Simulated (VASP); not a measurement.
Wanted: the native input for a VASP 6.6.1 run.

| Property | Result |
| --- | --- |
| Task | electric field gradients |
| Functional | r2SCAN |
| Potentials or basis | VASP PAW PBE potentials, release 64 (Ti_sv, O) |
| Cutoff | 520 eV |
| k mesh | 7 × 7 × 11 |
| Occupations | fermi-dirac, width 0.01 eV |
| Spin | no spin polarisation |
| Dipole correction | no |
| Further INCAR settings | ALGO = Normal; EDIFF = 1e-08; NBANDS = 33 |

Crystal: TiO2.

```
Ti O
1.0
     4.59984    0.00000    0.00000
     0.00000    4.59984    0.00000
     0.00000    0.00000    2.95921
Ti O
2 4
Direct
  0.50000 0.50000 0.00000
  0.00000 0.00000 0.50000
  0.69568 0.69568 0.50000
  0.80432 0.19568 0.00000
  0.19568 0.80432 0.00000
  0.30432 0.30432 0.50000
```

The input as run:

POSCAR

```
TiO2
1.0
    4.5998373239      0.0000000000      0.0000000000
    0.0000000000      4.5998373239      0.0000000000
    0.0000000000      0.0000000000      2.9592135600
Ti O
2 4
Direct
    0.5000000000      0.5000000000      0.0000000000
    0.0000000000      0.0000000000      0.5000000000
    0.6956786800      0.6956786800      0.5000000000
    0.8043213200      0.1956786800      0.0000000000
    0.1956786800      0.8043213200      0.0000000000
    0.3043213200      0.3043213200      0.5000000000
```

INCAR.step1

```
  PREC = Accurate
  ENCUT = 520
  ISMEAR = -1
  SIGMA = 0.01
  LREAL = False
  LASPH = True
  NELM = 80
  NBANDS = 33
  GGA = PE
  ALGO = Normal
  EDIFF = 1E-4
  LWAVE = True
  LCHARG = False
```

INCAR.step2

```
  PREC = Accurate
  ENCUT = 520
  EDIFF = 1E-8
  ISMEAR = -1
  SIGMA = 0.01
  LREAL = False
  LASPH = True
  NELM = 80
  ALGO = Normal
  ISIF = 2
  LWAVE = False
  LCHARG = False
  METAGGA = R2SCAN
  LMIXTAU = True
  LEFG = True
  NBANDS = 33
  ISTART = 1
```

KPOINTS

```
regular mesh
0
Gamma
  7 7 11
```

Potentials or basis: VASP PAW PBE potentials, release 64 (Ti_sv, O).

The run is started by

```console
$ cat potpaw_PBE.64/Ti_sv/POTCAR potpaw_PBE.64/O/POTCAR > POTCAR
$ cp INCAR.step1 INCAR
$ mpirun -np 1 vasp_std > vasp.out
$ cp INCAR.step2 INCAR
$ mpirun -np 1 vasp_std > vasp.out
```

It gave:

```
Pressure               : 0.3 GPa
Largest force          : 0.024 eV/Å
Band gap on the k mesh : 2.21 eV, direct
```

Caveat: without QUAD_EFG the Cq values of the log hold for a quadrupole moment of 1 mb, not for the nuclei; the PAW data sets were made with another functional, which shifts forces and pressure a little.

Wall time 14 min on 1 thread of AMD EPYC 7R43 64-Core Processor (Zen 3) (shared host), peak memory 0.21 GiB.
